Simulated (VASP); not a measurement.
# BeS4 in VASP: notebook

The runs below take BeS4 through single point, relaxation of cell and atoms, with PBE.

Program: VASP 6.6.1. These are calculated values, not measurements. Logs are shortened: lines on timing, memory, paths and dates and some standing lists are left out, and cuts for length are marked.

## (1) The cell of the first run

The typed cell holds 5 atoms: a = 5.044 Å, b = 5.044 Å, c = 3.367 Å, α = 90.00°, β = 90.00°, γ = 90.00°.

The cell was built from a structure type or drawn by symmetry, and may not be a known phase.

## (2) Single point, PBE

Input file INCAR:

```
SYSTEM = BeS4
ALGO = Normal
EDIFF = 1E-6
ENCUT = 520
GGA = PE
ISIF = 2
ISMEAR = 0
LASPH = .True.
LCHARG = .False.
LREAL = .False.
LWAVE = .False.
NBANDS = 21
NELM = 100
PREC = Accurate
SIGMA = 0.1
```

Input file KPOINTS:

```
k-points
0
Gamma
  4 4 4
  0 0 0
```

Input file POSCAR:

```
BeS4
1.0
    5.0438415768      0.0000000000      0.0000000000
    0.0000000000      5.0438415768      0.0000000000
    0.0000000000      0.0000000000      3.3672798384
Be S
1 4
Direct
    0.5000000000      0.5000000000      0.3046532928
    0.2516962582      0.2516962582      0.8046223393
    0.7483037418      0.7483037418      0.8046223393
    0.7483037418      0.2516962582      0.8046223393
    0.2516962582      0.7483037418      0.8046223393
```

Potentials or basis: VASP PAW PBE potentials, release 64 (Be, S).

The run is started by

```sh
$ cat potpaw_PBE.64/Be/POTCAR potpaw_PBE.64/S/POTCAR > POTCAR
$ mpirun -np 1 vasp_std > vasp.out
```

OUTCAR:

```text
SYSTEM = BeS4
   EDIFF = 1E-6
   ENCUT = 520
   GGA = PE
   ISIF = 2
   ISMEAR = 0
   LASPH = .True.
   LREAL = .False.
   NELM = 100
   PREC = Accurate

 ion  position               nearest neighbor table
   1  0.500  0.500  0.305-   2 2.44   3 2.44   4 2.44   5 2.44   2 2.44   3 2.44   4 2.44   5 2.44

   2  0.252  0.252  0.805-   1 2.44   1 2.44   4 2.50   5 2.50   5 2.54   4 2.54
   3  0.748  0.748  0.805-   1 2.44   1 2.44   4 2.50   5 2.50   5 2.54   4 2.54
   4  0.748  0.252  0.805-   1 2.44   1 2.44   2 2.50   3 2.50   2 2.54   3 2.54
   5  0.252  0.748  0.805-   1 2.44   1 2.44   2 2.50   3 2.50   2 2.54   3 2.54

  LATTYP: Found a simple tetragonal cell.
 ALAT       =     5.0438415768
 C/A-ratio  =     0.6676022209

  Lattice vectors:

 A1 = (   5.0438415768,   0.0000000000,   0.0000000000)
 A2 = (   0.0000000000,   5.0438415768,   0.0000000000)
 A3 = (   0.0000000000,   0.0000000000,   3.3672798384)

Analysis of symmetry for initial positions (statically):
=====================================================================
 Subroutine PRICEL returns:
 Original cell was already a primitive cell.

 Routine SETGRP: Setting up the symmetry group for a
 simple tetragonal supercell.

 Subroutine GETGRP returns: Found  8 space group operations
 (whereof  8 operations were pure point group operations)
 out of a pool of 16 trial point group operations.

The static configuration has the point symmetry C_4v.

Analysis of symmetry for dynamics (positions and initial velocities):
=====================================================================
 Subroutine PRICEL returns:
 Original cell was already a primitive cell.

 Routine SETGRP: Setting up the symmetry group for a
 simple tetragonal supercell.

 Subroutine GETGRP returns: Found  8 space group operations
 (whereof  8 operations were pure point group operations)
 out of a pool of 16 trial point group operations.

The dynamic configuration has the point symmetry C_4v.

 Subroutine INISYM returns: Found  8 space group operations
 (whereof  8 operations are pure point group operations),
 and found     1 'primitive' translations

----------------------------------------------------------------------------------------

                                     Primitive cell

  volume of cell :      85.6647

  direct lattice vectors                    reciprocal lattice vectors
     5.043841577  0.000000000  0.000000000     0.198261580  0.000000000  0.000000000
     0.000000000  5.043841577  0.000000000     0.000000000  0.198261580  0.000000000
     0.000000000  0.000000000  3.367279838     0.000000000  0.000000000  0.296975615

  length of vectors
     5.043841577  5.043841577  3.367279838     0.198261580  0.198261580  0.296975615

  position of ions in fractional coordinates (direct lattice)
     0.500000000  0.500000000  0.304653293
     0.251696258  0.251696258  0.804622339
     0.748303742  0.748303742  0.804622339
     0.748303742  0.251696258  0.804622339
     0.251696258  0.748303742  0.804622339

  ion indices of the primitive-cell ions
   primitive index   ion index
                 1           1
                 2           2
                 3           3
                 4           4
                 5           5

----------------------------------------------------------------------------------------

 KPOINTS: k-points

Automatic generation of k-mesh.
 Grid dimensions read from file:
 generate k-points for:    4    4    4

 Generating k-lattice:

  Cartesian coordinates                     Fractional coordinates (reciprocal lattice)
     0.049565395  0.000000000  0.000000000     0.250000000  0.000000000  0.000000000
     0.000000000  0.049565395  0.000000000     0.000000000  0.250000000  0.000000000
     0.000000000  0.000000000  0.074243904     0.000000000  0.000000000  0.250000000

  Length of vectors
     0.049565395  0.049565395  0.074243904

  Shift w.r.t. Gamma in fractional coordinates (k-lattice)
     0.000000000  0.000000000  0.000000000

 Subroutine IBZKPT returns following result:
 ===========================================

 Found     18 irreducible k-points:

 Following reciprocal coordinates:
            Coordinates               Weight
  0.000000  0.000000  0.000000      1.000000
  0.250000  0.000000  0.000000      4.000000
  0.500000  0.000000  0.000000      2.000000
  0.250000  0.250000  0.000000      4.000000
  0.500000  0.250000  0.000000      4.000000
  0.500000  0.500000  0.000000      1.000000
[... 10 lines left out ...]
  0.500000  0.250000  0.500000      4.000000
  0.500000  0.500000  0.500000      1.000000
   k-points           NKPTS =     18   k-points in BZ     NKDIM =     18   number of bands    NBANDS=     21
   number of dos      NEDOS =    301   number of ions     NIONS =      5
   total plane-waves  NPLWV =  44800
   dimension x,y,z NGX =    40 NGY =   40 NGZ =   28
   dimension x,y,z NGXF=    80 NGYF=   80 NGZF=   56
   ions per type =               1   4
   NGX,Y,Z   is equivalent  to a cutoff of  13.18, 13.18, 13.82 a.u.
   NGXF,Y,Z  is equivalent  to a cutoff of  26.37, 26.37, 27.65 a.u.
 SYSTEM =  BeS4
   PREC   = accura    normal or accurate (medium, high low for compatibility)
   ISTART =      0    job   : 0-new  1-cont  2-samecut
   ICHARG =      2    charge: 1-file 2-atom 10-const
   ISPIN  =      1    spin polarized calculation?
   LNONCOLLINEAR =      F non collinear calculations
   LSORBIT =      F    spin-orbit coupling
   LASPH  =      T    aspherical Exc in radial PAW
   ENCUT  =  520.0 eV  38.22 Ry    6.18 a.u.   9.38  9.38  6.26*2*pi/ulx,y,z
   NELM   =    100;   NELMIN=  2; NELMDL= -5     # of ELM steps
   EDIFF  = 0.1E-05   stopping-criterion for ELM
   LREAL  =      F    real-space projection
   EDIFFG = 0.1E-04   stopping-criterion for IOM
   NSW    =      0    number of steps for IOM
   IBRION =     -1    ionic relax: 0-MD 1-quasi-New 2-CG
   NFREE  =      0    steps in history (QN), initial steepest desc. (CG)
   ISIF   =      2    stress and relaxation
   ISYM   =      2    0-nonsym 1-usesym 2-fastsym
   POTIM  = 0.5000    time-step for ionic-motion
   TEBEG  =    0.0;   TEEND  =   0.0 temperature during run
   PSTRESS=    0.0 pullay stress
   NELECT =      26.0000    total number of electrons
   NUPDOWN=      -1.0000    fix difference up-down
   EMIN   =  10.00;   EMAX   =-10.00  energy-range for DOS
   EFERMI =   0.00;   METHOD = LEGACY
   ISMEAR =     0;   SIGMA  =   0.10  broadening in eV -4-tet -1-fermi 0-gaus
   EFERMI_NEDOS =   21; number of points for ismear=-14 and -15
   IALGO  =     38    algorithm
   IMIX   =      4    mixing-type and parameters
     AMIX     =   0.40;   BMIX     =  1.00
     AMIX_MAG =   1.60;   BMIX_MAG =  1.00
  volume/ion in A,a.u.               =      17.13       115.62
  Fermi-wavevector in a.u.,A,eV,Ry     =   1.100184  2.079046 16.468552  1.210404
  Thomas-Fermi vector in A             =   2.236591
   LORBIT       =      0    0 simple, 1 ext, 2 COOP (PROOUT), +10 PAW based schemes
   GGA     = PE    functional components
   LHFCALC =     F    Hartree Fock is set to
   AEXX    =    0.0000 exact exchange contribution
   IVDW    =     0    specifies the selected vdW correction
   LEPSILON=     F    determine dielectric tensor
   LRPA    =     F    only Hartree local field effects (RPA)
 non-spin polarized calculation
 Gauss-broadening in eV      SIGMA  =   0.10
  energy-cutoff  :      520.00
  volume of cell :       85.66
 maximum number of plane-waves:      2324
 NGX is ok and might be reduce to    40
   NGX = 19   NGY = 19   NGZ = 13

 number of electron      25.9999994 magnetization

 Free energy of the ion-electron system (eV)
  ---------------------------------------------------
  ext. energy  EPLUGINS =         0.00000000
  ---------------------------------------------------
  free energy    TOTEN  =       -18.81691109 eV

  energy without entropy =      -18.80697937  energy(sigma->0) =      -18.81194523

 E-fermi :   5.9078     XC(G=0):  -9.8706

 val. band max:        5.7581420836   @ k =   0.2500   0.0000   0.0000
 cond. band min:       5.9364192542   @ k =   0.5000   0.0000   0.0000
 fundamental gap:      0.1782771706
 Fermi energy:         5.9078263033

 k-point     1 :       0.0000    0.0000    0.0000
  band No.  band energies     occupation
      1     -10.7081      2.00000
      2      -7.4322      2.00000
      3      -7.4322      2.00000
      4      -3.9723      2.00000
      5      -2.6392      2.00000
      6      -1.7703      2.00000
[... 13 lines left out ...]
     20      11.1361      0.00000
     21      11.1361      0.00000

 k-point     2 :       0.2500    0.0000    0.0000
  band No.  band energies     occupation
      1     -10.4186      2.00000
      2      -8.2251      2.00000
      3      -7.1379      2.00000
      4      -4.8650      2.00000
      5      -2.0788      2.00000
      6      -0.6789      2.00000
[... 13 lines left out ...]
     20      10.7210      0.00000
     21      11.3074      0.00000

 k-point     3 :       0.5000    0.0000    0.0000
  band No.  band energies     occupation
      1      -9.7960      2.00000
      2      -9.2288      2.00000
      3      -6.4957      2.00000
      4      -5.9319      2.00000
      5      -1.4542      2.00000
      6      -1.0040      2.00000
[... 13 lines left out ...]
     20      11.4737      0.00000
     21      12.0091      0.00000
[... 313 lines left out ...]
 k-point    17 :       0.5000    0.2500    0.5000
  band No.  band energies     occupation
      1      -8.9060      2.00000
      2      -8.3288      2.00000
      3      -6.6423      2.00000
      4      -6.2077      2.00000
      5      -0.6791      2.00000
      6       0.3498      2.00000
[... 13 lines left out ...]
     20      12.5355      0.00000
     21      12.6201      0.00000

 k-point    18 :       0.5000    0.5000    0.5000
  band No.  band energies     occupation
      1      -8.3301      2.00000
      2      -7.6129      2.00000
      3      -7.6129      2.00000
      4      -7.3015      2.00000
      5      -0.3099      2.00000
      6       0.8094      2.00000
[... 13 lines left out ...]
     20      13.7457      0.00000
     21      13.8281      0.00000

------------------------ aborting loop because EDIFF is reached ----------------------------------------

  FORCE on cell =-STRESS in cart. coord.  units (eV):
  Direction    XX          YY          ZZ          XY          YZ          ZX
  --------------------------------------------------------------------------------------
  -------------------------------------------------------------------------------------
  Total       -0.0392057     -0.0392057     -0.0137763      0.0000000      0.0000000      0.0000000
  in kB       -0.7332595     -0.7332595     -0.2576560      0.0000000      0.0000000      0.0000000
  external PRESSURE =      -0.5747250 kB  Pullay stress =       0.0000000 kB

 VOLUME and BASIS-vectors are now :
 -----------------------------------------------------------------------------
  energy-cutoff  :      520.00
  volume of cell :       85.66
      direct lattice vectors                 reciprocal lattice vectors
     5.043841577  0.000000000  0.000000000     0.198261580  0.000000000  0.000000000
     0.000000000  5.043841577  0.000000000     0.000000000  0.198261580  0.000000000
     0.000000000  0.000000000  3.367279838     0.000000000  0.000000000  0.296975615

 POSITION                                       TOTAL-FORCE (eV/Angst)
 -----------------------------------------------------------------------------------
      2.52192      2.52192      1.02585         0.000000      0.000000     -0.000104
      1.26952      1.26952      2.70939         0.004516      0.004516      0.000026
      3.77433      3.77433      2.70939        -0.004516     -0.004516      0.000026
      3.77433      1.26952      2.70939        -0.004516      0.004516      0.000026
      1.26952      3.77433      2.70939         0.004516     -0.004516      0.000026
 -----------------------------------------------------------------------------------
    total drift:                                0.000000      0.000000      0.000127

  FREE ENERGIE OF THE ION-ELECTRON SYSTEM (eV)
  ---------------------------------------------------
  free  energy   TOTEN  =       -18.8169110917 eV

  energy  without entropy=      -18.8069793728  energy(sigma->0) =      -18.81194523
```

It took 36 s on 1 thread of Intel Xeon 8259CL, shared host; peak memory 0.2 GiB.

What came out:

- Free energy: -18.8169 eV
- Pressure: -0.1 GPa
- Largest force: 0.006 eV/Å
- Band gap on the k mesh: zero (bands 13 and 14 overlap by 3.91 eV)

Forces on the atoms (eV/Å):
```
Be   0.000  0.000  0.000
S    0.005  0.005  0.000
S   -0.005 -0.005  0.000
S   -0.005  0.005  0.000
S    0.005 -0.005  0.000
```

Levels at points of the mesh, in eV from the Fermi level:
```tsv
k point	band 8	band 9	band 10	band 11	band 12	band 13	band 14	band 15	band 16	band 17
(0.00, 0.00, 0.00)	-5.60	-3.85	-1.05	-1.05	1.02	1.66	2.15	2.15	2.96	3.97
(0.50, 0.00, 0.00)	-3.50	-3.28	-2.18	-1.41	-0.97	-0.38	0.03	2.67	2.71	3.25
(0.50, 0.50, 0.00)	-3.10	-2.76	-2.48	-2.01	-1.91	-1.91	-1.45	-1.45	-1.09	3.22
(0.00, 0.00, 0.50)	-5.03	-5.03	-4.47	-4.47	-1.31	0.88	2.65	2.65	2.75	3.05
(0.50, 0.00, 0.50)	-5.82	-3.89	-3.39	-2.92	-2.59	-0.86	-0.58	2.38	2.84	3.27
(0.50, 0.50, 0.50)	-4.09	-2.78	-2.75	-2.75	-2.67	-2.13	-1.49	-1.43	-1.43	4.84
```

Caveat: the k points lie up to 0.47 Å⁻¹ apart, too coarse for converged energies and pressures of a metal.

## (3) Single point, PBE

Input file INCAR:

```
PREC = Accurate ; ENCUT = 520
EDIFF = 1E-7 ; ISMEAR = 0
SIGMA = 0.1 ; LREAL = F
LASPH = T ; NELM = 100
ALGO = Normal ; ISIF = 2
LWAVE = F ; LCHARG = F
GGA = PE ; NBANDS = 21
```

Input file KPOINTS:

```
regular mesh
0
Gamma
  4 4 6
```

Input file POSCAR:

```
BeS4
1.0
    5.0438415768      0.0000000000      0.0000000000
    0.0000000000      5.0438415768      0.0000000000
    0.0000000000      0.0000000000      3.3672798384
Be S
1 4
Direct
    0.5000000000      0.5000000000      0.0000000000
    0.2516962582      0.2516962582      0.5000000000
    0.7483037418      0.7483037418      0.5000000000
    0.7483037418      0.2516962582      0.5000000000
    0.2516962582      0.7483037418      0.5000000000
```

Potentials or basis: VASP PAW PBE potentials, release 64 (Be, S).

The run is started by

```sh
$ cat potpaw_PBE.64/Be/POTCAR potpaw_PBE.64/S/POTCAR > POTCAR
$ mpirun -np 1 vasp_std > vasp.out
```

Wall time 57 s (1 thread of Intel Xeon 8259CL, shared host); peak memory 0.2 GiB.

The run converged. Its results:

| Item | Value |
| --- | --- |
| Free energy | -18.8336 eV |
| Pressure | -0.2 GPa |
| Band gap on the k mesh | zero (bands 13 and 14 overlap by 4.04 eV) |

Forces in eV/Å, atoms in the order of the input:
```
Be   0.000  0.000  0.000
S    0.001  0.001  0.000
S   -0.001 -0.001  0.000
S   -0.001  0.001  0.000
S    0.001 -0.001  0.000
```

Stress tensor (GPa, compression positive):
```
-0.37  0.00  0.00
 0.00 -0.37  0.00
 0.00  0.00  0.24
```

Levels at points of the mesh, in eV from the Fermi level:
| k point | band 10 | band 11 | band 12 | band 13 | band 14 | band 15 | band 16 | band 17 |
| --- | --- | --- | --- | --- | --- | --- | --- | --- |
| (0.00, 0.00, 0.00) | -0.99 | -0.99 | 1.09 | 1.72 | 2.21 | 2.21 | 3.02 | 4.03 |
| (0.50, 0.00, 0.00) | -2.12 | -1.35 | -0.92 | -0.32 | 0.09 | 2.74 | 2.77 | 3.31 |
| (0.50, 0.50, 0.00) | -2.43 | -1.96 | -1.85 | -1.85 | -1.38 | -1.38 | -1.03 | 3.29 |
| (0.00, 0.00, 0.50) | -4.41 | -4.41 | -1.25 | 0.95 | 2.70 | 2.70 | 2.81 | 3.12 |
| (0.50, 0.00, 0.50) | -3.33 | -2.86 | -2.52 | -0.81 | -0.53 | 2.44 | 2.91 | 3.33 |
| (0.50, 0.50, 0.50) | -2.69 | -2.69 | -2.62 | -2.08 | -1.43 | -1.38 | -1.38 | 4.91 |

## (4) Single point, PBE

Input file INCAR:

```
SYSTEM = BeS4
PREC = Accurate
ENCUT = 520
EDIFF = 1E-7
ISMEAR = 0
SIGMA = 0.1
LREAL = .False.
LASPH = .True.
NELM = 100
ALGO = Normal
ISIF = 2
LWAVE = .False.
LCHARG = .False.
GGA = PE
NBANDS = 21
```

Input file KPOINTS:

```
regular mesh
0
Gamma
  8 8 12
  0 0 0
```

Input file POSCAR:

```
BeS4
1.0
    5.0397503487      0.0000000000      0.0000000000
    0.0000000000      5.0397503487      0.0000000000
    0.0000000000      0.0000000000      3.3678432578
Be S
1 4
Direct
    0.5000000000      0.5000000000      0.0000000000
    0.2535207987      0.2535207987      0.5000000000
    0.7464792013      0.7464792013      0.5000000000
    0.7464792013      0.2535207987      0.5000000000
    0.2535207987      0.7464792013      0.5000000000
```

The run is started by

```sh
$ cat potpaw_PBE.64/Be/POTCAR potpaw_PBE.64/S/POTCAR > POTCAR
$ mpirun -np 1 vasp_std > vasp.out
```

Run time: 4.3 min. Hardware: 1 thread of Intel Xeon 8259CL, shared host; peak memory 0.29 GiB.

The run converged. Its results:

```
Free energy            : -18.8197 eV
Pressure               : -0.1 GPa
Largest force          : 0.025 eV/Å
Band gap on the k mesh : zero (bands 13 and 14 overlap by 4.05 eV)
```

Forces in eV/Å, atoms in the order of the input:
```
Be   0.000  0.000  0.000
S    0.017  0.017  0.000
S   -0.017 -0.017  0.000
S   -0.017  0.017  0.000
S    0.017 -0.017  0.000
```

Stress tensor (GPa, compression positive):
```
-0.17  0.00  0.00
 0.00 -0.17  0.00
 0.00  0.00 -0.07
```

Levels at points of the mesh, in eV from the Fermi level:
| k point | band 9 | band 10 | band 11 | band 12 | band 13 | band 14 | band 15 | band 16 | band 17 | band 18 |
| --- | --- | --- | --- | --- | --- | --- | --- | --- | --- | --- |
| (0.00, 0.00, 0.00) | -3.84 | -1.00 | -1.00 | 1.09 | 1.76 | 2.23 | 2.23 | 3.02 | 4.07 | 4.36 |
| (0.50, 0.00, 0.00) | -3.29 | -2.10 | -1.41 | -0.78 | -0.36 | 0.13 | 2.71 | 2.76 | 3.38 | 3.91 |
| (0.50, 0.50, 0.00) | -2.81 | -2.26 | -1.82 | -1.82 | -1.81 | -1.40 | -1.40 | -0.95 | 3.24 | 4.49 |
| (0.00, 0.00, 0.50) | -4.95 | -4.43 | -4.43 | -1.24 | 1.01 | 2.74 | 2.74 | 2.88 | 3.13 | 4.31 |
| (0.50, 0.00, 0.50) | -3.87 | -3.41 | -2.75 | -2.48 | -0.88 | -0.39 | 2.49 | 2.98 | 3.33 | 3.63 |
| (0.50, 0.50, 0.50) | -2.80 | -2.74 | -2.68 | -2.68 | -1.91 | -1.34 | -1.34 | -1.28 | 4.98 | 5.65 |

(Continued in part 2 of 2.)
